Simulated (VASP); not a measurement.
# NdAgO4: single point with PBE

Crystal: NdAgO4.

```xyz
6
Lattice="3.7034 0.0000 0.0000 0.0000 3.7034 0.0000 0.0000 0.0000 5.3152" Properties=species:S:1:pos:R:3 pbc="T T T"
Nd    0.0000    0.0000    0.0000
Ag    1.8517    1.8517    2.6576
O     1.8517    0.0000    3.9007
O     0.0000    1.8517    1.4145
O     1.8517    0.0000    1.4145
O     0.0000    1.8517    3.9007
```

The cell was generated, and may not be a known phase.

```yaml
Program: VASP 6.6.1
Task: single point
Functional: PBE
Potentials_or_basis: VASP PAW PBE potentials, release 64 (Nd, Ag, O)
Cutoff: 520 eV
k_mesh: 6 × 6 × 4
Occupations: gaussian, width 0.1 eV
Spin: collinear spin
Starting_moments: "[0.0, 1.0, 0.0, 0.0, 0.0, 0.0] μB"
```

The pressure is 2.7 GPa, the largest force is 1.551 eV/Å and the net moment is 0.16 μB per cell. The site moments are Nd +0.01; Ag +0.03; O +0.03 μB. The valence electrons inside the program's atomic spheres are Nd 10.80; Ag 9.65; O 4.90.

Forces on the atoms (eV/Å):
```
Nd   0.000  0.000  0.000
Ag   0.000  0.000  0.000
O    0.000  0.000  1.551
O    0.000  0.000 -1.551
O    0.000  0.000 -1.551
O    0.000  0.000  1.551
```

Stress tensor (GPa, compression positive):
```
 5.00  0.00  0.00
 0.00  5.00  0.00
 0.00  0.00 -1.96
```

Levels at points of the mesh, in eV from the Fermi level:
Spin up:
```
           k point  band 22  band 23  band 24  band 25  band 26  band 27
(0.00, 0.00, 0.00)    -1.21    -0.88     0.05     0.21     0.21     0.65
(0.50, 0.00, 0.00)    -1.26    -0.52    -0.25    -0.24     0.10     0.14
(0.50, 0.50, 0.00)    -0.51    -0.36    -0.36     0.02     0.02     0.23
(0.00, 0.00, 0.50)    -1.30    -0.41    -0.23    -0.23     0.06     0.53
(0.50, 0.00, 0.50)    -1.39    -1.37    -0.25    -0.01     0.02     0.13
(0.50, 0.50, 0.50)    -0.70    -0.70    -0.62     0.07     0.07     0.19
```
Spin down:
```csv
k point,band 22,band 23,band 24,band 25,band 26,band 27,band 28,band 29
"(0.00, 0.00, 0.00)",-1.19,-0.83,0.17,0.33,0.33,0.52,0.69,0.69
"(0.50, 0.00, 0.00)",-1.18,-0.65,-0.18,-0.15,0.21,0.21,0.30,0.37
"(0.50, 0.50, 0.00)",-0.46,-0.29,-0.29,-0.10,0.21,0.21,0.28,0.28
"(0.00, 0.00, 0.50)",-1.26,-0.42,-0.18,-0.18,0.14,0.17,0.72,0.72
"(0.50, 0.00, 0.50)",-1.32,-1.31,-0.20,0.03,0.07,0.16,0.21,0.34
"(0.50, 0.50, 0.50)",-0.62,-0.62,-0.57,-0.11,0.21,0.21,0.30,0.59
```

Wall time 35 min on 1 thread of Oxide Virtual Turin-like Processor, with other jobs on the host, peak memory 0.27 GiB.

Caveat: the magnetic or orbital state may not be the lowest; the stress differs along the axes, from -2 to 5 GPa; the moments typed at the start vanished in this run; spin-orbit coupling is left out, which moves the levels of the heavy elements; semilocal functionals describe open f shells poorly, which spoils levels, moments and volumes; forces of over 1 eV/Å act on the atoms, so gaps and moduli don't describe the material at rest. With open d or f shells a metallic result of PBE can be an artefact of self-interaction; +U or a hybrid may open a gap.
